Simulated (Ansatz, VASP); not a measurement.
# Two plane-wave programs on SiO

File POSCAR:

```
SiO
1.0
    2.8069700000      0.0000000000      0.0000000000
    0.0000000000      2.8069700000      0.0000000000
    0.0000000000      0.0000000000      2.8069700000
Si O
1 1
Direct
    0.0000000000      0.0000000000      0.0000000000
    0.5000000000      0.5000000000      0.5000000000
```

The input INCAR.step1:

```
SYSTEM = SiO
  PREC = Accurate
  ENCUT = 600
  EDIFF = 1E-5
  ISMEAR = -1
  SIGMA = 0.05
  LREAL = .FALSE.
  LASPH = .TRUE.
  NELM = 80
  ALGO = Normal
  LWAVE = .TRUE.
  LCHARG = .FALSE.
  GGA = PE
  NBANDS = 12
```

INCAR.step2

```
SYSTEM = SiO
  PREC = Accurate
  ENCUT = 600
  EDIFF = 1E-6
  ISMEAR = -1
  SIGMA = 0.05
  LREAL = .FALSE.
  LASPH = .TRUE.
  NELM = 80
  ALGO = Normal
  ISIF = 3
  LWAVE = .FALSE.
  LCHARG = .FALSE.
  GGA = PE
  LHFCALC = .TRUE.
  AEXX = 0.25
  HFSCREEN = 0.3
  PRECFOCK = Normal
  IBRION = 2
  NSW = 60
  EDIFFG = -0.01
  ISTART = 1
```

Contents of KPOINTS:

```
Automatic mesh
0
G
  5 5 5
  0 0 0
```

File input.yaml:

```yaml
crystal:
  lattice:
    - [2.80697, 0.0, 0.0]
    - [0.0, 2.80697, 0.0]
    - [0.0, 0.0, 2.80697]
  atoms:
    - { symbol: Si, position: [0.0, 0.0, 0.0] }
    - { symbol: O, position: [0.5, 0.5, 0.5] }
hamiltonian:
  xc: { exchange: pbe, correlation: pbe, exx: { coeff: 0.25, omega: 0.3 } }
  pseudopotentials: { kind: paw }
kpoints:
  mp_grid: { grid: [5, 5, 5] }
scf:
  occupations: { method: fermi_dirac, width: 0.05 }
output:
  forces: true
  stress: true
  eigenvalues: true
relax:
  f_tol: 0.01
  max_steps: 40
  cell: { stress_tol: 0.05 }
```

Alike in both runs: task relaxation of cell and atoms; functional PBE-based screened hybrid with a share of 0.25 of exact exchange and HFSCREEN = 0.3; k mesh 5 × 5 × 5; occupations fermi-dirac, width 0.05 eV; no spin polarisation.

```csv
,VASP,Ansatz
version,VASP 6.6.1,Ansatz 0.2.0
potentials or method,"VASP PAW PBE potentials, release 64 (Si, O)",Ansatz PAW
plane-wave cutoff (eV),600,420
valence electrons in the cell,10,10
```

|  | VASP | Ansatz | Ansatz less VASP |
| --- | --- | --- | --- |
| gap on the k mesh at the Fermi level, each at its own relaxed structure (eV) | 0.77 | 0.78 | +0.016 |
| relaxed volume (Å³/atom) | 10.93 | 10.95 | +0.019 |
| relaxed length of the cell vector where the two differ most in proportion (Å) | 2.796 | 2.798 | +0.0016 |

VASP's potentials were made for PBE, not for PBE-based screened hybrid.

The k mesh is coarse, so the values compare programs but aren't converged. Noted on Ansatz's run: odd divisions of the mesh miss points on the zone boundary, where band edges often lie, so the gap on the mesh can be too wide; the plane-wave basis is chosen anew once the cell has moved, so the energies of steps on either side of that aren't comparable.
